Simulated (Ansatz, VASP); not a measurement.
# TiAl: VASP beside Ansatz

INCAR

```
SYSTEM = TiAl
PREC = Accurate ; ENCUT = 520
EDIFF = 1E-7 ; ISMEAR = 0
SIGMA = 0.1 ; LREAL = .False.
LASPH = .True. ; NELM = 80
ALGO = Normal ; ISIF = 2
LWAVE = .False. ; LCHARG = .True.
GGA = PS ; LELF = .True.
LVHAR = .True. ; NBANDS = 14
```

Contents of KPOINTS:

```
Automatic mesh
0
Gamma
  14 14 14
  0 0 0
```

File POSCAR:

```
TiAl
1.0
    3.3186884909      0.0000000000      0.0000000000
    0.0000000000      3.3186884909      0.0000000000
    0.0000000000      0.0000000000      3.3186884909
Ti Al
1 1
Direct
    0.0000000000      0.0000000000      0.0000000000
    0.5000000000      0.5000000000      0.5000000000
```

Input for Ansatz:

```yaml
crystal:
  lattice:
    - [3.3186884909, 0.0, 0.0]
    - [0.0, 3.3186884909, 0.0]
    - [0.0, 0.0, 3.3186884909]
  atoms:
    - { symbol: Ti, position: [0.0, 0.0, 0.0] }
    - { symbol: Al, position: [0.5, 0.5, 0.5] }
basis:
  ecutwfc: 420
kpoints:
  mp_grid: { grid: [14, 14, 14] }
hamiltonian:
  xc: pbesol
scf:
  occupations: { method: gaussian, width: 0.1 }
output:
  forces: true
  stress: true
  eigenvalues: true
```

Alike in both runs: task single point; functional PBEsol; k mesh 14 × 14 × 14; occupations gaussian, width 0.1 eV; no spin polarisation.

|  | VASP | Ansatz |
| --- | --- | --- |
| version | VASP 6.6.1 | Ansatz 0.2.0 |
| potentials or method | VASP PAW PBE potentials, release 64 (Ti_sv, Al), cutoff 520 eV | scalar-relativistic, plane waves, PAW |
| valence electrons in the cell | 15 | 15 |

|  | VASP | Ansatz | Ansatz less VASP |
| --- | --- | --- | --- |
| gap on the k mesh at the Fermi level (eV) | none | none | - |
| pressure (GPa) | -13.1 | -13.2 | -0.06 |

VASP's potentials were made for PBE, not for PBEsol. A gap of «none» marks a metal or a gap that the smearing closes.
